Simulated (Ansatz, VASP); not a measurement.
**Ru: VASP beside Ansatz**

```
CELL_PARAMETERS angstrom
2.70580 0.00000 0.00000
-1.35290 2.34329 0.00000
0.00000 0.00000 4.28190
ATOMIC_POSITIONS crystal
Ru 0.66667 0.33333 0.75000
Ru 0.33333 0.66667 0.25000
```

Alike in both runs: task relaxation of cell and atoms; functional PBEsol; k mesh 11 × 11 × 6; occupations fermi-dirac, width 0.05 eV; no spin polarisation.

|  | VASP | Ansatz |
| --- | --- | --- |
| version | VASP 6.6.1 | Ansatz 0.2.0 |
| potentials or method | VASP PAW PBE potentials, release 64 (Ru_pv), cutoff 600 eV | all-electron LAPW, scalar-relativistic |

|  | VASP | Ansatz | Ansatz less VASP |
| --- | --- | --- | --- |
| relaxed volume (Å³/atom) | 13.32 | 13.32 | +0.002 |
| relaxed cell length with the largest relative difference (Å) | 2.689 | 2.689 | +0.0002 |

VASP's potentials were made for PBE, not for PBEsol. Ansatz ran all-electron here, and VASP with PAW potentials.
